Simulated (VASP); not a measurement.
A run of VASP 6.6.1:

The input INCAR:

```
PREC = Accurate ; ENCUT = 520
EDIFF = 1E-7 ; ISMEAR = 0
SIGMA = 0.1 ; LREAL = False
LASPH = True ; NELM = 60
ALGO = Normal ; ISIF = 2
LWAVE = False ; LCHARG = False
GGA = PE ; NBANDS = 26
```

File KPOINTS:

```
Automatic mesh
0
Gamma
  3 3 6
```

File POSCAR:

```
CaH
1.0
    6.5160901228      0.0000000000      0.0000000000
   -3.2580450614      5.6430995797      0.0000000000
    0.0000000000      0.0000000000      3.4326356329
Ca H
3 3
Direct
    0.5000000000      0.0000000000      0.0000000000
    0.5000000000      0.5000000000      0.0000000000
    0.0000000000      0.5000000000      0.0000000000
    0.0000000000      0.0000000000      0.0000000000
    0.3333333333      0.6666666667      0.5000000000
    0.6666666667      0.3333333333      0.5000000000
```

Potentials or basis: VASP PAW PBE potentials, release 64 (Ca_sv, H).

Launch:

```bash
$ cat potpaw_PBE.64/Ca_sv/POTCAR potpaw_PBE.64/H/POTCAR > POTCAR
$ mpirun -np 1 vasp_std > vasp.out
```

Hardware: 1 thread of Intel(R) Xeon(R) 6975P-C (Granite Rapids), with other jobs on the host.

Task: How long does it take, and how much memory?

Result: Wall time 35 s on 1 thread of Intel(R) Xeon(R) 6975P-C (Granite Rapids), on a shared host, peak memory 0.23 GiB. Counts: scf iterations 16, k points 12.
